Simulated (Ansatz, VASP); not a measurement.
BP in VASP and in Ansatz

```
CELL_PARAMETERS angstrom
0.00000 2.26900 2.31438
2.26900 0.00000 2.31438
2.26900 2.26900 0.00000
ATOMIC_POSITIONS crystal
B 0.00000 0.00000 0.00000
P 0.25000 0.25000 0.25000
```

Change from the starting cell: z stretched by +2 %, ions relaxed.

Alike in both runs: functional PBE; k mesh 16 × 16 × 16; occupations fermi-dirac, width 0.02 eV; no spin polarisation.

Ansatz relaxed the structure, and its values are those at the end. VASP's run is a single point on that final structure, the one shown.

|  | VASP | Ansatz |
| --- | --- | --- |
| version | VASP 6.6.1 | Ansatz 0.2.0 |
| potentials or method | VASP PAW PBE potentials, release 64 (B, P) | plane-wave PAW, scalar-relativistic |
| plane-wave cutoff (eV) | 520 | 420 |
| valence electrons in the cell | 8 | 8 |

|  | VASP | Ansatz | Ansatz less VASP |
| --- | --- | --- | --- |
| gap on the k mesh at the Fermi level (eV) | 1.13 | 1.14 | +0.004 |
| pressure (GPa) | -2.3 | -2.0 | +0.22 |

Ansatz's warnings: stress scf threshold loose.
